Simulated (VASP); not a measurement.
A run of VASP 6.6.1 is set up as follows.

File INCAR:

```
  PREC = Accurate
  ENCUT = 520
  EDIFF = 1E-6
  ISMEAR = -1
  SIGMA = 0.01
  LREAL = False
  LASPH = True
  NELM = 150
  ALGO = Normal
  ISIF = 2
  LWAVE = False
  LCHARG = True
  MAGMOM = 0 0 0 0 0 0
  LORBIT = 11
  LSORBIT = True
  GGA_COMPAT = False
  LORBMOM = True
  GGA = PS
  LVHAR = True
  NBANDS = 30
```

KPOINTS

```
Automatic mesh
0
Gamma
  8 8 8
```

The input POSCAR:

```
GaAs
1.0
    0.0000000000      2.8149070710      2.8149070710
    2.8149070710      0.0000000000      2.8149070710
    2.8149070710      2.8149070710      0.0000000000
Ga As
1 1
Direct
    0.0000000000      0.0000000000      0.0000000000
    0.7500000000      0.7500000000      0.7500000000
```

Potentials or basis: VASP PAW PBE potentials, release 64 (Ga_d, As).

The run is started by

```sh
$ cat potpaw_PBE.64/Ga_d/POTCAR potpaw_PBE.64/As/POTCAR > POTCAR
$ mpirun -np 1 vasp_ncl > vasp.out
```

(1) Estimate the pressure.

(2) Predict the net moment.

## Answers

(1) 1.3 GPa.

(2) 0.00 μB per cell.

Caveat: the PAW data sets were made with another functional, which shifts forces and pressure a little.
